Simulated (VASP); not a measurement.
## Ti: single point with revPBE

The system is Ti.

```
Ti
1.0
     0.00000    2.10003    2.10003
     2.10003    0.00000    2.10003
     2.10003    2.10003    0.00000
Ti
1
Direct
  0.00000 0.00000 0.00000
```

This cell differs from its parent crystal: volume scaled by 1.04.

| Item | Value |
| --- | --- |
| Program | VASP 6.6.1 |
| Task | single point |
| Functional | revPBE |
| Potentials or basis | VASP PAW PBE potentials, release 64 (Ti_sv) |
| Cutoff | 520 eV |
| k mesh | 15 × 15 × 15 |
| Occupations | fermi-dirac, width 0.1 eV |
| Spin | no spin polarisation |

| Property | Result |
| --- | --- |
| Pressure | -3.9 GPa |
| Band gap on the k mesh | zero (band 6 reaches 8.48 eV, above the bottom of band 7 at 7.38 eV) |

Levels at points of the mesh, in eV from the Fermi level:
| k point | band 2 | band 3 | band 4 | band 5 | band 6 | band 7 | band 8 | band 9 | band 10 | band 11 |
| --- | --- | --- | --- | --- | --- | --- | --- | --- | --- | --- |
| (0.00, 0.00, 0.00) | -32.80 | -32.80 | -32.80 | -5.95 | 0.84 | 0.84 | 0.84 | 2.34 | 2.34 | 14.85 |

Run time: 16 s on 1 thread of AMD EPYC 9R45 96-Core Processor (Zen 5), with other jobs on the host, peak memory 0.12 GiB.

Caveat: the PAW data sets were made with another functional, which shifts forces and pressure a little.
